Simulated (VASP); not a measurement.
# ScAl3P2 (P6/mmm) in VASP: further runs

Runs on ScAl3P2. Level: PBE. Tasks: single point, relaxation of cell and atoms.

All numbers are computed with VASP 6.6.1; they aren't measurements. Logs are shortened: lines on timing, memory, paths and dates and some standing lists are left out, and cuts for length are marked.

## (1) The cell of the first run

It takes space group P6/mmm (No. 191, hexagonal). Conventional cell: a = 5.650 Å, b = 5.650 Å, c = 3.674 Å, α = 90.00°, β = 90.00°, γ = 120.00°. Sc (site symmetry 6/mmm) has 6 P at 3.26 Å and 12 Al at 3.37 Å and 2 Sc at 3.67 Å within 4.3 Å. Al (site symmetry mmm) has 4 P at 2.46 Å and 4 Al at 2.83 Å within 3.2 Å. P (site symmetry -6m2) has 6 Al at 2.46 Å and 3 Sc at 3.26 Å and 3 P at 3.26 Å within 3.3 Å.

The cell was generated, and may not be a known phase.

## (2) Single point, PBE

INCAR

```
SYSTEM = ScAl3P2
PREC     = Accurate       ! precision mode
ENCUT    = 520            ! plane-wave cutoff, eV
EDIFF    = 1E-7           ! SCF threshold, eV
ISMEAR   = 0              ! smearing method
SIGMA    = 0.1            ! smearing width, eV
LREAL    = .FALSE.        ! projectors in reciprocal space
LASPH    = .TRUE.         ! aspherical terms in the spheres
NELM     = 60             ! most SCF steps
ALGO     = Normal         ! electronic algorithm
ISIF     = 2              ! what is computed and relaxed
LWAVE    = .FALSE.        ! write WAVECAR
LCHARG   = .FALSE.        ! write CHGCAR
GGA      = PE             ! functional
NBANDS   = 24             ! bands
```

KPOINTS

```
regular mesh
0
G
  6 6 6
  0 0 0
```

POSCAR

```
ScAl3P2
1.0
    5.6502886000      0.0000000000      0.0000000000
   -2.8251443000      4.8932934700      0.0000000000
    0.0000000000      0.0000000000      3.6739624800
Sc Al P
1 3 2
Direct
    0.0000000000      0.0000000000      0.0000000000
    0.5000000000      0.0000000000      0.5000000000
    0.0000000000      0.5000000000      0.5000000000
    0.5000000000      0.5000000000      0.5000000000
    0.6666666700      0.3333333300      0.0000000000
    0.3333333300      0.6666666700      0.0000000000
```

Potentials or basis: VASP PAW PBE potentials, release 64 (Sc_sv, Al, P).

The run is started by

```console
$ cat potpaw_PBE.64/Sc_sv/POTCAR potpaw_PBE.64/Al/POTCAR potpaw_PBE.64/P/POTCAR > POTCAR
$ mpirun -np 1 vasp_std > vasp.out
```

OUTCAR:

```text
SYSTEM = ScAl3P2
   PREC = Accurate
   ENCUT = 520
   EDIFF = 1E-7
   ISMEAR = 0
   LREAL = .FALSE.
   LASPH = .TRUE.
   NELM = 60
   ISIF = 2
   GGA = PE

 ion  position               nearest neighbor table
   1  0.000  0.000  0.000-   2 3.37   2 3.37   2 3.37   2 3.37   3 3.37   4 3.37   3 3.37   3 3.37
                             4 3.37   3 3.37   4 3.37   4 3.37
   2  0.500  0.000  0.500-   5 2.46   6 2.46   5 2.46   6 2.46   3 2.83   4 2.83   4 2.83   3 2.83
                             1 3.37   1 3.37   1 3.37   1 3.37
   3  0.000  0.500  0.500-   5 2.46   6 2.46   5 2.46   6 2.46   4 2.83   4 2.83   2 2.83   2 2.83
                             1 3.37   1 3.37   1 3.37   1 3.37
   4  0.500  0.500  0.500-   5 2.46   6 2.46   5 2.46   6 2.46   3 2.83   3 2.83   2 2.83   2 2.83
                             1 3.37   1 3.37   1 3.37   1 3.37
   5  0.667  0.333  0.000-   3 2.46   3 2.46   2 2.46   2 2.46   4 2.46   4 2.46
   6  0.333  0.667  0.000-   3 2.46   3 2.46   2 2.46   2 2.46   4 2.46   4 2.46

  LATTYP: Found a hexagonal cell.
 ALAT       =     5.6502886000
 C/A-ratio  =     0.6502256327

  Lattice vectors:

 A1 = (   5.6502886000,   0.0000000000,   0.0000000000)
 A2 = (  -2.8251443000,   4.8932934700,   0.0000000000)
 A3 = (   0.0000000000,   0.0000000000,   3.6739624800)

Analysis of symmetry for initial positions (statically):
=====================================================================
 Subroutine PRICEL returns:
 Original cell was already a primitive cell.

 Routine SETGRP: Setting up the symmetry group for a
 hexagonal supercell.

 Subroutine GETGRP returns: Found 24 space group operations
 (whereof 24 operations were pure point group operations)
 out of a pool of 24 trial point group operations.

The static configuration has the point symmetry D_6h.

Analysis of symmetry for dynamics (positions and initial velocities):
=====================================================================
 Subroutine PRICEL returns:
 Original cell was already a primitive cell.

 Routine SETGRP: Setting up the symmetry group for a
 hexagonal supercell.

 Subroutine GETGRP returns: Found 24 space group operations
 (whereof 24 operations were pure point group operations)
 out of a pool of 24 trial point group operations.

The dynamic configuration has the point symmetry D_6h.

 Subroutine INISYM returns: Found 24 space group operations
 (whereof 24 operations are pure point group operations),
 and found     1 'primitive' translations

----------------------------------------------------------------------------------------

                                     Primitive cell

  volume of cell :     101.5796

  direct lattice vectors                    reciprocal lattice vectors
     5.650288600  0.000000000  0.000000000     0.176982110  0.102180669  0.000000000
    -2.825144300  4.893293470  0.000000000     0.000000000  0.204361338  0.000000000
     0.000000000  0.000000000  3.673962480     0.000000000  0.000000000  0.272185687

  length of vectors
     5.650288600  5.650288603  3.673962480     0.204361338  0.204361338  0.272185687

  position of ions in fractional coordinates (direct lattice)
     0.000000000  0.000000000  0.000000000
     0.500000000  0.000000000  0.500000000
     0.000000000  0.500000000  0.500000000
     0.500000000  0.500000000  0.500000000
     0.666666670  0.333333330  0.000000000
     0.333333330  0.666666670  0.000000000

  ion indices of the primitive-cell ions
   primitive index   ion index
                 1           1
                 2           2
                 3           3
                 4           4
                 5           5
                 6           6

----------------------------------------------------------------------------------------

 KPOINTS: regular mesh

Automatic generation of k-mesh.
 Grid dimensions read from file:
 generate k-points for:    6    6    6

 Generating k-lattice:

  Cartesian coordinates                     Fractional coordinates (reciprocal lattice)
     0.029497018  0.017030111  0.000000000     0.166666667  0.000000000  0.000000000
     0.000000000  0.034060223  0.000000000     0.000000000  0.166666667  0.000000000
     0.000000000  0.000000000  0.045364281     0.000000000  0.000000000  0.166666667

  Length of vectors
     0.034060223  0.034060223  0.045364281

  Shift w.r.t. Gamma in fractional coordinates (k-lattice)
     0.000000000  0.000000000  0.000000000

 Subroutine IBZKPT returns following result:
 ===========================================

 Found     28 irreducible k-points:

 Following reciprocal coordinates:
            Coordinates               Weight
  0.000000  0.000000  0.000000      1.000000
  0.166667  0.000000  0.000000      6.000000
  0.333333  0.000000  0.000000      6.000000
  0.500000  0.000000  0.000000      3.000000
  0.166667  0.166667  0.000000      6.000000
  0.333333  0.166667  0.000000     12.000000
[... 16 lines left out ...]
  0.166667  0.000000  0.500000      6.000000
  0.333333  0.000000  0.500000      6.000000
 [... further k-points ...]
   k-points           NKPTS =     28   k-points in BZ     NKDIM =     28   number of bands    NBANDS=     24
   number of dos      NEDOS =    301   number of ions     NIONS =      6
   total plane-waves  NPLWV =  49392
   dimension x,y,z NGX =    42 NGY =   42 NGZ =   28
   dimension x,y,z NGXF=    84 NGYF=   84 NGZF=   56
   ions per type =               1   3   2
   NGX,Y,Z   is equivalent  to a cutoff of  12.36, 12.36, 12.67 a.u.
   NGXF,Y,Z  is equivalent  to a cutoff of  24.71, 24.71, 25.34 a.u.
 SYSTEM =  ScAl3P2
   PREC   = accura    normal or accurate (medium, high low for compatibility)
   ISTART =      0    job   : 0-new  1-cont  2-samecut
   ICHARG =      2    charge: 1-file 2-atom 10-const
   ISPIN  =      1    spin polarized calculation?
   LNONCOLLINEAR =      F non collinear calculations
   LSORBIT =      F    spin-orbit coupling
   LASPH  =      T    aspherical Exc in radial PAW
   ENCUT  =  520.0 eV  38.22 Ry    6.18 a.u.  10.51 10.51  6.83*2*pi/ulx,y,z
   NELM   =     60;   NELMIN=  2; NELMDL= -5     # of ELM steps
   EDIFF  = 0.1E-06   stopping-criterion for ELM
   LREAL  =      F    real-space projection
   EDIFFG = 0.1E-05   stopping-criterion for IOM
   NSW    =      0    number of steps for IOM
   IBRION =     -1    ionic relax: 0-MD 1-quasi-New 2-CG
   NFREE  =      0    steps in history (QN), initial steepest desc. (CG)
   ISIF   =      2    stress and relaxation
   ISYM   =      2    0-nonsym 1-usesym 2-fastsym
   POTIM  = 0.5000    time-step for ionic-motion
   TEBEG  =    0.0;   TEEND  =   0.0 temperature during run
   PSTRESS=    0.0 pullay stress
   NELECT =      30.0000    total number of electrons
   NUPDOWN=      -1.0000    fix difference up-down
   EMIN   =  10.00;   EMAX   =-10.00  energy-range for DOS
   EFERMI =   0.00;   METHOD = LEGACY
   ISMEAR =     0;   SIGMA  =   0.10  broadening in eV -4-tet -1-fermi 0-gaus
   EFERMI_NEDOS =   21; number of points for ismear=-14 and -15
   IALGO  =     38    algorithm
   IMIX   =      4    mixing-type and parameters
     AMIX     =   0.40;   BMIX     =  1.00
     AMIX_MAG =   1.60;   BMIX_MAG =  1.00
  volume/ion in A,a.u.               =      16.93       114.25
  Fermi-wavevector in a.u.,A,eV,Ry     =   1.090217  2.060212 16.171526  1.188574
  Thomas-Fermi vector in A             =   2.226437
   LORBIT       =      0    0 simple, 1 ext, 2 COOP (PROOUT), +10 PAW based schemes
   GGA     = PE    functional components
   LHFCALC =     F    Hartree Fock is set to
   AEXX    =    0.0000 exact exchange contribution
   IVDW    =     0    specifies the selected vdW correction
   LEPSILON=     F    determine dielectric tensor
   LRPA    =     F    only Hartree local field effects (RPA)
 non-spin polarized calculation
 Gauss-broadening in eV      SIGMA  =   0.10
  energy-cutoff  :      520.00
  volume of cell :      101.58
 maximum number of plane-waves:      2756
   NGX = 21   NGY = 21   NGZ = 13

 number of electron      29.9999998 magnetization

 Free energy of the ion-electron system (eV)
  ---------------------------------------------------
  ext. energy  EPLUGINS =         0.00000000
  ---------------------------------------------------
  free energy    TOTEN  =       -29.05095062 eV

  energy without entropy =      -29.03881447  energy(sigma->0) =      -29.04488255

 E-fermi :   7.9509     XC(G=0): -10.4253

 val. band max:        7.9363231672   @ k =   0.5000   0.0000   0.1667
 cond. band min:       8.0054650108   @ k =   0.3333   0.1667   0.1667
 fundamental gap:      0.0691418436
 Fermi energy:         7.9509169339

 k-point     1 :       0.0000    0.0000    0.0000
  band No.  band energies     occupation
      1     -42.6130      2.00000
      2     -21.3040      2.00000
      3     -21.3040      2.00000
      4     -21.0009      2.00000
      5      -6.1933      2.00000
      6      -3.5556      2.00000
[... 16 lines left out ...]
     23      10.8129      0.00000
     24      10.8129      0.00000

 k-point     2 :       0.1667    0.0000    0.0000
  band No.  band energies     occupation
      1     -42.6130      2.00000
      2     -21.3044      2.00000
      3     -21.3041      2.00000
      4     -21.0009      2.00000
      5      -6.0793      2.00000
      6      -3.8214      2.00000
[... 16 lines left out ...]
     23      10.9751      0.00000
     24      11.2330      0.00000

 k-point     3 :       0.3333    0.0000    0.0000
  band No.  band energies     occupation
      1     -42.6130      2.00000
      2     -21.3050      2.00000
      3     -21.3043      2.00000
      4     -21.0009      2.00000
      5      -5.7692      2.00000
      6      -4.3805      2.00000
[... 16 lines left out ...]
     23      11.2542      0.00000
     24      11.5474      0.00000
[... 514 lines left out ...]
 k-point    23 :       0.1667    0.0000    0.5000
  band No.  band energies     occupation
      1     -42.6091      2.00000
      2     -21.2982      2.00000
      3     -21.2980      2.00000
      4     -21.0602      2.00000
      5      -4.5234      2.00000
      6      -2.5175      2.00000
[... 16 lines left out ...]
     23      11.2496      0.00000
     24      12.2336      0.00000

 k-point    24 :       0.3333    0.0000    0.5000
  band No.  band energies     occupation
      1     -42.6091      2.00000
      2     -21.2986      2.00000
      3     -21.2981      2.00000
      4     -21.0602      2.00000
      5      -4.2424      2.00000
      6      -3.0055      2.00000
[... 16 lines left out ...]
     23      11.6850      0.00000
     24      11.8248      0.00000

 [... further k-points ...]

------------------------ aborting loop because EDIFF is reached ----------------------------------------

  FORCE on cell =-STRESS in cart. coord.  units (eV):
  Direction    XX          YY          ZZ          XY          YZ          ZX
  --------------------------------------------------------------------------------------
  -------------------------------------------------------------------------------------
  Total        0.1501008      0.1501008      4.6197191      0.0000000      0.0000000      0.0000000
  in kB        2.3674837      2.3674837     72.8650956      0.0000000      0.0000000      0.0000000
  external PRESSURE =      25.8666877 kB  Pullay stress =       0.0000000 kB

 VOLUME and BASIS-vectors are now :
 -----------------------------------------------------------------------------
  energy-cutoff  :      520.00
  volume of cell :      101.58
      direct lattice vectors                 reciprocal lattice vectors
     5.650288600  0.000000000  0.000000000     0.176982110  0.102180669  0.000000000
    -2.825144300  4.893293470  0.000000000     0.000000000  0.204361338  0.000000000
     0.000000000  0.000000000  3.673962480     0.000000000  0.000000000  0.272185687

 POSITION                                       TOTAL-FORCE (eV/Angst)
 -----------------------------------------------------------------------------------
      0.00000      0.00000      0.00000        -0.000000      0.000000      0.000000
      2.82514      0.00000      1.83698        -0.000000      0.000000      0.000000
     -1.41257      2.44665      1.83698        -0.000000      0.000000      0.000000
      1.41257      2.44665      1.83698        -0.000000      0.000000      0.000000
      2.82514      1.63110      0.00000        -0.000000      0.000000      0.000000
     -0.00000      3.26220      0.00000         0.000000      0.000000      0.000000
 -----------------------------------------------------------------------------------
    total drift:                               -0.000000     -0.000000     -0.000000

  FREE ENERGIE OF THE ION-ELECTRON SYSTEM (eV)
  ---------------------------------------------------
  free  energy   TOTEN  =       -29.0509506236 eV

  energy  without entropy=      -29.0388144704  energy(sigma->0) =      -29.04488255
```

Run time: 89 s. Hardware: 1 thread of Intel Xeon Platinum 8259CL at 2.50GHz (Skylake/Cascade Lake), shared host; peak memory 0.24 GiB.

What came out:

* Free energy: -29.0510 eV
* Pressure: 2.6 GPa
* Band gap on the k mesh: zero (bands 15 and 16 overlap by 3.57 eV)

Stress tensor (GPa, compression positive):
```
0.24 0.00 0.00
0.00 0.24 0.00
0.00 0.00 7.29
```

Levels at points of the mesh, in eV from the Fermi level:
| k point | band 13 | band 14 | band 15 | band 16 | band 17 | band 18 |
| --- | --- | --- | --- | --- | --- | --- |
| (0.00, 0.00, 0.00) | -2.55 | -0.61 | 1.12 | 1.13 | 1.15 | 1.15 |
| (0.50, 0.00, 0.00) | -1.82 | -1.32 | -0.36 | 0.13 | 0.34 | 0.79 |
| (0.00, 0.00, 0.50) | -2.55 | -2.55 | -2.45 | -2.45 | 0.18 | 1.33 |
| (0.50, 0.00, 0.50) | -2.36 | -1.85 | -0.64 | 0.46 | 1.08 | 1.23 |

Caveat: the stress differs along the axes, from 0 to 7 GPa.

(Part 1 of 2 ends here.)

The gap in the log of VASP goes by the Fermi energy; the results here count the filled bands.